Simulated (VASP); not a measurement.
# Be3TeO2 (P4mm) in VASP: notebook

The runs below take Be3TeO2 through relaxation of cell and atoms, single point, with PBE.

Program: VASP 6.6.1. These are calculated values, not measurements. Logs are shortened: lines on timing, memory, paths and dates and some standing lists are left out, and cuts for length are marked.

## Step 1: The cell of the first run

Symmetry: P4mm, No. 99, tetragonal system. Conventional cell: a = 4.509 Å, b = 4.509 Å, c = 4.238 Å, α = 90.00°, β = 90.00°, γ = 90.00°. Be (site symmetry 2mm) has 2 Be at 2.25 Å and 2 Te at 2.46 Å and 4 O at 2.54 to 2.84 Å within 3.0 Å. Be (site symmetry 4mm) has 1 O at 1.15 Å within 1.5 Å. Within 3.2 Å of Te (site symmetry 4mm) lie 4 Be at 2.46 Å and 4 O at 3.19 Å. Within 1.8 Å of O (site symmetry 4mm) lie 1 O at 1.35 Å and 1 Be at 1.74 Å. Within 1.5 Å of O (site symmetry 4mm) lie 1 Be at 1.15 Å and 1 O at 1.35 Å.

The cell was built from a structure type or drawn by symmetry, and may not be a known phase.

## Step 2: Relaxation of cell and atoms, PBE

INCAR

```
PREC = Accurate
ENCUT = 600
EDIFF = 1E-6
ISMEAR = 0
SIGMA = 0.1
LREAL = F
LASPH = T
NELM = 60
ALGO = Normal
ISIF = 3
LWAVE = F
LCHARG = F
GGA = PE
IBRION = 2
NSW = 90
EDIFFG = -0.04
```

KPOINTS

```
regular mesh
0
Gamma
  4 4 4
```

POSCAR

```
Be3TeO2
1.0
    4.5094308900      0.0000000000      0.0000000000
    0.0000000000      4.5094308900      0.0000000000
    0.0000000000      0.0000000000      4.2383487600
Be Te O
3 1 2
Direct
    0.0000000000      0.5000000000      0.8937637300
    0.5000000000      0.0000000000      0.8937637300
    0.5000000000      0.5000000000      0.8905835900
    0.0000000000      0.0000000000      0.6619870700
    0.5000000000      0.5000000000      0.3004124700
    0.5000000000      0.5000000000      0.6191569000
```

Potentials or basis: VASP PAW PBE potentials, release 64 (Be, Te, O).

The run is started by

```sh
> cat potpaw_PBE.64/Be/POTCAR potpaw_PBE.64/Te/POTCAR potpaw_PBE.64/O/POTCAR > POTCAR
> mpirun -np 1 vasp_std > vasp.out
```

OUTCAR:

```text
PREC = Accurate
   ENCUT = 600
   EDIFF = 1E-6
   ISMEAR = 0
   LREAL = F
   LASPH = T
   NELM = 60
   ISIF = 3
   GGA = PE
   IBRION = 2
   NSW = 90
   EDIFFG = -0.04

 ion  position               nearest neighbor table
   1  0.000  0.500  0.894-   3 2.25   3 2.25   4 2.46   4 2.46
   2  0.500  0.000  0.894-   3 2.25   3 2.25   4 2.46   4 2.46
   3  0.500  0.500  0.891-   6 1.15   5 1.74   1 2.25   2 2.25   2 2.25   1 2.25
   4  0.000  0.000  0.662-   1 2.46   2 2.46   1 2.46   2 2.46
   5  0.500  0.500  0.300-   6 1.35   3 1.74
   6  0.500  0.500  0.619-   3 1.15   5 1.35

  LATTYP: Found a simple tetragonal cell.
 ALAT       =     4.5094308900
 C/A-ratio  =     0.9398855118

  Lattice vectors:

 A1 = (   4.5094308900,   0.0000000000,   0.0000000000)
 A2 = (   0.0000000000,   4.5094308900,   0.0000000000)
 A3 = (   0.0000000000,   0.0000000000,   4.2383487600)

Analysis of symmetry for initial positions (statically):
=====================================================================
 Subroutine PRICEL returns:
 Original cell was already a primitive cell.

 Routine SETGRP: Setting up the symmetry group for a
 simple tetragonal supercell.

 Subroutine GETGRP returns: Found  8 space group operations
 (whereof  8 operations were pure point group operations)
 out of a pool of 16 trial point group operations.

The static configuration has the point symmetry C_4v.

Analysis of symmetry for dynamics (positions and initial velocities):
=====================================================================
 Subroutine PRICEL returns:
 Original cell was already a primitive cell.

 Routine SETGRP: Setting up the symmetry group for a
 simple tetragonal supercell.

 Subroutine GETGRP returns: Found  8 space group operations
 (whereof  8 operations were pure point group operations)
 out of a pool of 16 trial point group operations.

The dynamic configuration has the point symmetry C_4v.

 Subroutine INISYM returns: Found  8 space group operations
 (whereof  8 operations are pure point group operations),
 and found     1 'primitive' translations

----------------------------------------------------------------------------------------

                                     Primitive cell

  volume of cell :      86.1867

  direct lattice vectors                    reciprocal lattice vectors
     4.509430890  0.000000000  0.000000000     0.221757473  0.000000000  0.000000000
     0.000000000  4.509430890  0.000000000     0.000000000  0.221757473  0.000000000
     0.000000000  0.000000000  4.238348760     0.000000000  0.000000000  0.235940942

  length of vectors
     4.509430890  4.509430890  4.238348760     0.221757473  0.221757473  0.235940942

  position of ions in fractional coordinates (direct lattice)
     0.000000000  0.500000000  0.893763730
     0.500000000  0.000000000  0.893763730
     0.500000000  0.500000000  0.890583590
     0.000000000  0.000000000  0.661987070
     0.500000000  0.500000000  0.300412470
     0.500000000  0.500000000  0.619156900

  ion indices of the primitive-cell ions
   primitive index   ion index
                 1           1
                 2           2
                 3           3
                 4           4
                 5           5
                 6           6

----------------------------------------------------------------------------------------

 KPOINTS: regular mesh

Automatic generation of k-mesh.
 Grid dimensions read from file:
 generate k-points for:    4    4    4

 Generating k-lattice:

  Cartesian coordinates                     Fractional coordinates (reciprocal lattice)
     0.055439368  0.000000000  0.000000000     0.250000000  0.000000000  0.000000000
     0.000000000  0.055439368  0.000000000     0.000000000  0.250000000  0.000000000
     0.000000000  0.000000000  0.058985236     0.000000000  0.000000000  0.250000000

  Length of vectors
     0.055439368  0.055439368  0.058985236

  Shift w.r.t. Gamma in fractional coordinates (k-lattice)
     0.000000000  0.000000000  0.000000000

 Subroutine IBZKPT returns following result:
 ===========================================

 Found     18 irreducible k-points:

 Following reciprocal coordinates:
            Coordinates               Weight
  0.000000  0.000000  0.000000      1.000000
  0.250000  0.000000  0.000000      4.000000
  0.500000  0.000000  0.000000      2.000000
  0.250000  0.250000  0.000000      4.000000
  0.500000  0.250000  0.000000      4.000000
  0.500000  0.500000  0.000000      1.000000
[... 10 lines left out ...]
  0.500000  0.250000  0.500000      4.000000
  0.500000  0.500000  0.500000      1.000000
   k-points           NKPTS =     18   k-points in BZ     NKDIM =     18   number of bands    NBANDS=     16
   number of dos      NEDOS =    301   number of ions     NIONS =      6
   total plane-waves  NPLWV =  46656
   dimension x,y,z NGX =    36 NGY =   36 NGZ =   36
   dimension x,y,z NGXF=    72 NGYF=   72 NGZF=   72
[... 29 lines left out ...]
   EFERMI_NEDOS =   21; number of points for ismear=-14 and -15
   IALGO  =     38    algorithm
   IMIX   =      4    mixing-type and parameters
     AMIX     =   0.40;   BMIX     =  1.00
     AMIX_MAG =   1.60;   BMIX_MAG =  1.00
  volume/ion in A,a.u.               =      14.36        96.94
  Fermi-wavevector in a.u.,A,eV,Ry     =   1.069051  2.020214 15.549698  1.142871
  Thomas-Fermi vector in A             =   2.204719
   LORBIT       =      0    0 simple, 1 ext, 2 COOP (PROOUT), +10 PAW based schemes
   GGA     = PE    functional components
   LHFCALC =     F    Hartree Fock is set to
   AEXX    =    0.0000 exact exchange contribution
   IVDW    =     0    specifies the selected vdW correction
   LEPSILON=     F    determine dielectric tensor
   LRPA    =     F    only Hartree local field effects (RPA)
 conjugate gradient relaxation of ions
 non-spin polarized calculation
 Gauss-broadening in eV      SIGMA  =   0.10
  energy-cutoff  :      600.00
  volume of cell :       86.19
 maximum number of plane-waves:      2904
   NGX = 19   NGY = 19   NGZ = 17

--------------------------------------- Ionic step        1  -------------------------------------------

 number of electron      24.0000000 magnetization

 Free energy of the ion-electron system (eV)
  ---------------------------------------------------
  ext. energy  EPLUGINS =         0.00000000
  ---------------------------------------------------
  free energy    TOTEN  =       -19.54957135 eV

  energy without entropy =      -19.54484782  energy(sigma->0) =      -19.54720959

------------------------ aborting loop because EDIFF is reached ----------------------------------------

  FORCE on cell =-STRESS in cart. coord.  units (eV):
  Direction    XX          YY          ZZ          XY          YZ          ZX
  --------------------------------------------------------------------------------------
  -------------------------------------------------------------------------------------
  Total        3.1262084      3.1262084     24.7199052      0.0000000      0.0000000      0.0000000
  in kB       58.1150149     58.1150149    459.5335470      0.0000000      0.0000000      0.0000000
  external PRESSURE =     191.9211923 kB  Pullay stress =       0.0000000 kB
[... 101 lines left out ...]
  FREE ENERGIE OF THE ION-ELECTRON SYSTEM (eV)
  ---------------------------------------------------
  free  energy   TOTEN  =       -20.3972694394 eV

  energy  without entropy=      -20.3839015369  energy(sigma->0) =      -20.39058549

 E-fermi :   3.8509     XC(G=0):  -8.9774

 val. band max:        3.7492786269   @ k =   0.0000   0.0000   0.5000
 cond. band min:       3.9234151471   @ k =   0.0000   0.0000   0.0000
 fundamental gap:      0.1741365202
 Fermi energy:         3.8508953566

 k-point     1 :       0.0000    0.0000    0.0000
  band No.  band energies     occupation
      1     -16.1134      2.00000
      2     -12.8089      2.00000
      3      -7.7704      2.00000
      4      -2.2097      2.00000
      5      -2.0868      2.00000
      6      -2.0868      2.00000
[... 8 lines left out ...]
     15       8.2852      0.00000
     16       8.5758      0.00000
[... 306 lines left out ...]
  band No.  band energies     occupation
      1     -16.0178      2.00000
      2     -12.5990      2.00000
      3      -6.7366      2.00000
      4      -2.8003      2.00000
      5      -2.8003      2.00000
      6      -2.3089      2.00000
[... 8 lines left out ...]
     15       8.1232      0.00000
     16       8.6761      0.00000

[... ionic steps 4 to 73 ...]

--------------------------------------- Ionic step       74  -------------------------------------------

 number of electron      23.9999996 magnetization

------------------------ aborting loop because EDIFF is reached ----------------------------------------

  FORCE on cell =-STRESS in cart. coord.  units (eV):
  Direction    XX          YY          ZZ          XY          YZ          ZX
  --------------------------------------------------------------------------------------
  -------------------------------------------------------------------------------------
  Total        0.0678580      0.0678580      0.0296573      0.0000000      0.0000000     -0.0000000
  in kB        1.2497073      1.2497073      0.5461833      0.0000000      0.0000000     -0.0000000
  external PRESSURE =       1.0151993 kB  Pullay stress =       0.0000000 kB
[... 65 lines left out ...]
  energy  without entropy=      -28.5615573479  energy(sigma->0) =      -28.56268058

--------------------------------------- Ionic step       76  -------------------------------------------

 number of electron      23.9999996 magnetization

 Free energy of the ion-electron system (eV)
  ---------------------------------------------------
  ext. energy  EPLUGINS =         0.00000000
  ---------------------------------------------------
  free energy    TOTEN  =       -28.56397738 eV

  energy without entropy =      -28.56191535  energy(sigma->0) =      -28.56294637

 E-fermi :   3.9774     XC(G=0):  -9.0610

 val. band max:        3.9127969311   @ k =   0.0000   0.0000   0.5000
 cond. band min:       4.0007563973   @ k =   0.0000   0.0000   0.0000
 fundamental gap:      0.0879594662
 Fermi energy:         3.9773834863

 k-point     1 :       0.0000    0.0000    0.0000
  band No.  band energies     occupation
      1     -16.2857      2.00000
      2     -12.6869      2.00000
      3      -7.7175      2.00000
      4      -2.2680      2.00000
      5      -2.2680      2.00000
      6      -2.2572      2.00000
[... 8 lines left out ...]
     15       8.4628      0.00000
     16       8.7672      0.00000
[... 354 lines left out ...]
  FREE ENERGIE OF THE ION-ELECTRON SYSTEM (eV)
  ---------------------------------------------------
  free  energy   TOTEN  =       -28.5639773839 eV

  energy  without entropy=      -28.5619153485  energy(sigma->0) =      -28.56294637

 reached required accuracy - stopping structural energy minimisation
```

It took 9.5 min on 1 thread of Intel Xeon 6975P-C (Granite Rapids), shared host; peak memory 0.23 GiB.

Results:

```
Free energy                           : -28.5640 eV
Relaxed volume                        : 14.56 Å³/atom
Relaxed cell                          : a = 3.758 Å, b = 3.758 Å, c = 6.187 Å, α = 90.00°, β = 90.00°, γ = 90.00°
Space group after relaxing (to 0.1 Å) : P4mm (No. 99)
Pressure after relaxing               : -0.1 GPa
Largest force after relaxing          : 0.040 eV/Å
Band gap on the k mesh                : 0.09 eV (least direct gap 0.37 eV)
```

Forces on the atoms (eV/Å):
```
Be   0.000  0.000 -0.008
Be   0.000  0.000 -0.008
Be   0.000  0.000  0.019
Te   0.000  0.000  0.030
O    0.000  0.000 -0.040
O    0.000  0.000  0.007
```

Final structure:
```
CELL_PARAMETERS angstrom
3.75751 0.00000 0.00000
0.00000 3.75751 0.00000
0.00000 0.00000 6.18652
ATOMIC_POSITIONS crystal
Be 0.00000 0.50000 0.74031
Be 0.50000 0.00000 0.74031
Be 0.50000 0.50000 0.09679
Te 0.00000 0.00000 0.51124
O 0.50000 0.50000 0.31823
O 0.50000 0.50000 0.85279
```

Caveat: a cell axis changed by over 15 % at a fixed basis, so the end point is rough; spin-orbit coupling is left out, which moves the levels of the heavy elements.

## Step 3: Single point, PBE

This run uses another cell than the first one, of 13.68 Å³/atom.

INCAR

```
SYSTEM = Be3TeO2
  PREC = Accurate
  ENCUT = 520
  EDIFF = 1E-6
  ISMEAR = 0
  SIGMA = 0.02
  LREAL = .FALSE.
  LASPH = .TRUE.
  NELM = 100
  ALGO = Normal
  ISIF = 2
  LWAVE = .FALSE.
  LCHARG = .FALSE.
  GGA = PE
  NBANDS = 21
```

KPOINTS

```
regular mesh
0
G
  8 8 6
  0 0 0
```

POSCAR

```
Be3TeO2
1.0
    3.8892870038      0.0000000000      0.0000000000
    0.0000000000      3.8892870038      0.0000000000
    0.0000000000      0.0000000000      5.4252035043
Be Te O
3 1 2
Direct
    0.0000000000      0.5000000000      0.0962883304
    0.5000000000      0.0000000000      0.0962883304
    0.5000000000      0.5000000000      0.7419397363
    0.0000000000      0.0000000000      0.8069130029
    0.5000000000      0.5000000000      0.0416460385
    0.5000000000      0.5000000000      0.4765920514
```

Potentials or basis: VASP PAW PBE potentials, release 64 (Be, Te, O).

The run is started by

```sh
> cat potpaw_PBE.64/Be/POTCAR potpaw_PBE.64/Te/POTCAR potpaw_PBE.64/O/POTCAR > POTCAR
> mpirun -np 1 vasp_std > vasp.out
```

Run time: 38 s. Hardware: 1 thread of Intel Xeon 6975P-C (Granite Rapids), shared host; peak memory 0.24 GiB.

It converged, with:

- Free energy: -27.5977 eV
- Pressure: 0.0 GPa
- Largest force: 0.054 eV/Å
- Band gap on the k mesh: 0.87 eV (least direct gap 1.00 eV)

Forces on the atoms (eV/Å):
```
Be   0.000  0.000  0.029
Be   0.000  0.000  0.029
Be   0.000  0.000 -0.054
Te   0.000  0.000 -0.039
O    0.000  0.000 -0.006
O    0.000  0.000  0.040
```

Levels at points of the mesh, in eV from the valence-band top:
```
           k point  band 9  band 10  band 11  band 12  band 13  band 14  band 15  band 16
(0.00, 0.00, 0.00)   -1.61    -1.61    -0.13    -0.13     0.87     1.24     4.20     4.20
(0.50, 0.00, 0.00)   -1.86    -1.63    -1.13    -1.08     1.60     3.05     4.39     4.68
(0.50, 0.50, 0.00)   -2.66    -1.81    -1.19    -1.19     2.99     3.16     3.16     3.52
(0.00, 0.00, 0.50)   -1.95    -1.88     0.00     0.00     1.30     2.70     4.60     4.60
(0.50, 0.00, 0.50)   -1.57    -1.36    -1.27    -0.43     1.90     2.47     4.16     4.57
(0.50, 0.50, 0.50)   -3.38    -2.16    -0.42    -0.42     3.65     3.65     4.18     5.26
```

Caveat: spin-orbit coupling is left out, which moves the levels of the heavy elements.

## Step 4: Relaxation of cell and atoms, PBE

This run uses another cell than the first one, of 13.80 Å³/atom.

INCAR

```
SYSTEM = Be3TeO2
PREC = Accurate
ENCUT = 600
EDIFF = 1E-7
ISMEAR = 0
SIGMA = 0.02
LREAL = .False.
LASPH = .True.
NELM = 60
ALGO = Normal
ISIF = 3
LWAVE = .False.
LCHARG = .False.
GGA = PE
IBRION = 2
NSW = 100
EDIFFG = -0.01
```

KPOINTS

```
regular mesh
0
Gamma
  8 8 6
  0 0 0
```

POSCAR

```
Be3TeO2
1.0
    3.9152179527      0.0000000000      0.0000000000
    0.0000000000      3.9152179527      0.0000000000
    0.0000000000      0.0000000000      5.4027919954
Be Te O
3 1 2
Direct
    0.0000000000      0.5000000000      0.0970556667
    0.5000000000      0.0000000000      0.0970556667
    0.5000000000      0.5000000000      0.7400251529
    0.0000000000      0.0000000000      0.8130105567
    0.5000000000      0.5000000000      0.0382913937
    0.5000000000      0.5000000000      0.4742290532
```

The run is started by

```sh
> cat potpaw_PBE.64/Be/POTCAR potpaw_PBE.64/Te/POTCAR potpaw_PBE.64/O/POTCAR > POTCAR
> mpirun -np 1 vasp_std > vasp.out
```

It took 5.6 min on 1 thread of Intel Xeon 6975P-C (Granite Rapids), shared host; peak memory 0.29 GiB.

It converged, with:

| Property | Result |
| --- | --- |
| Free energy | -27.6037 eV |
| Relaxed volume | 13.59 Å³/atom |
| Relaxed cell | a = 3.876 Å, b = 3.876 Å, c = 5.426 Å, α = 90.00°, β = 90.00°, γ = 90.00° |
| Space group after relaxing (to 0.1 Å) | P4mm (No. 99) |
| Energy gained by relaxing | 0.6 meV/atom |
| Ionic steps | 21 |
| Pressure after relaxing | 0.0 GPa |
| Largest force after relaxing | 0.006 eV/Å |
| Band gap on the k mesh | 0.80 eV (least direct gap 0.94 eV) |

Forces on the atoms (eV/Å):
```
Be   0.000  0.000 -0.001
Be   0.000  0.000 -0.001
Be   0.000  0.000  0.001
Te   0.000  0.000  0.004
O    0.000  0.000 -0.006
O    0.000  0.000  0.003
```

Step by step:
```
step  energy change (eV)  largest force (eV/Å)  pressure (GPa)  volume (Å³)
   1              0.0000                0.0929           -0.03        82.82
   2             -0.0008                0.0573           -0.12        82.79
   3             -0.0009                0.1285           -0.18        82.77
   4             -0.0013                0.0885           -0.25        82.71
   5             -0.0018                0.0609           -0.44        82.55
   6             -0.0023                0.0532           -0.32        82.32
   7             -0.0031                0.0465            0.07        81.64
   8             -0.0031                0.0489            0.11        81.58
   9             -0.0032                0.0343            0.07        81.56
  10             -0.0033                0.0236            0.01        81.52
  11             -0.0033                0.0170           -0.01        81.52
  12             -0.0033                0.0132           -0.02        81.51
  13             -0.0034                0.0142            0.01        81.49
  14             -0.0034                0.0284            0.07        81.46
  15             -0.0034                0.0260            0.08        81.46
  16             -0.0034                0.0194            0.07        81.46
  17             -0.0034                0.0094            0.08        81.45
  18             -0.0035                0.0211            0.08        81.44
  19             -0.0035                0.0154            0.06        81.46
  20             -0.0035                0.0118            0.01        81.51
  21             -0.0035                0.0059            0.01        81.52
```

Final structure:
```
CELL_PARAMETERS angstrom
3.87611 0.00000 0.00000
0.00000 3.87611 0.00000
0.00000 0.00000 5.42579
ATOMIC_POSITIONS crystal
Be 0.00000 0.50000 0.09772
Be 0.50000 0.00000 0.09772
Be 0.50000 0.50000 0.74145
Te 0.00000 0.00000 0.80473
O 0.50000 0.50000 0.04213
O 0.50000 0.50000 0.47593
```

Levels at points of the mesh, in eV from the valence-band top:
| k point | band 10 | band 11 | band 12 | band 13 | band 14 | band 15 |
| --- | --- | --- | --- | --- | --- | --- |
| (0.00, 0.00, 0.00) | -1.67 | -0.14 | -0.14 | 0.80 | 1.25 | 4.16 |
| (0.50, 0.00, 0.00) | -1.60 | -1.17 | -1.15 | 1.54 | 3.02 | 4.31 |
| (0.50, 0.50, 0.00) | -1.87 | -1.26 | -1.26 | 2.86 | 3.16 | 3.16 |
| (0.00, 0.00, 0.50) | -1.94 | 0.00 | 0.00 | 1.31 | 2.64 | 4.57 |
| (0.50, 0.00, 0.50) | -1.40 | -1.34 | -0.47 | 1.86 | 2.40 | 4.14 |
| (0.50, 0.50, 0.50) | -2.23 | -0.46 | -0.46 | 3.64 | 3.64 | 4.19 |

Caveat: spin-orbit coupling is left out, which moves the levels of the heavy elements.

## Step 5: The runs side by side

| task | cell | k mesh | cutoff (eV) | smearing | gap on the mesh (eV) | pressure (GPa) | relaxed volume (Å³/atom) | largest force (eV/Å) |
| --- | --- | --- | --- | --- | --- | --- | --- | --- |
| relaxation of cell and atoms | relaxed from a = 4.509, b = 4.509, c = 4.238 Å, 6 atoms, atomic positions A | 4 × 4 × 4 | 600 | gaussian 0.1 eV | 0.09 | -0.1 | 14.56 | 0.04 |
| single point | a = 3.889, b = 3.889, c = 5.425 Å, 6 atoms, atomic positions B | 8 × 8 × 6 | 520 | gaussian 0.02 eV | 0.87 | 0.0 | - | 0.05 |
| relaxation of cell and atoms | relaxed from a = 3.915, b = 3.915, c = 5.403 Å, 6 atoms, atomic positions C | 8 × 8 × 6 | 600 | gaussian 0.02 eV | 0.80 | 0.0 | 13.59 | 0.01 |

Alike in all rows: level PBE; potentials or basis VASP PAW PBE potentials, release 64 (Be, Te, O); no spin polarisation.

Caveats: spin-orbit coupling is left out, which moves the levels of the heavy elements; a cell axis changed by over 15 % at a fixed basis, so the end point is rough (at least some runs).

Absolute energies hang on the potentials; compare differences alone.
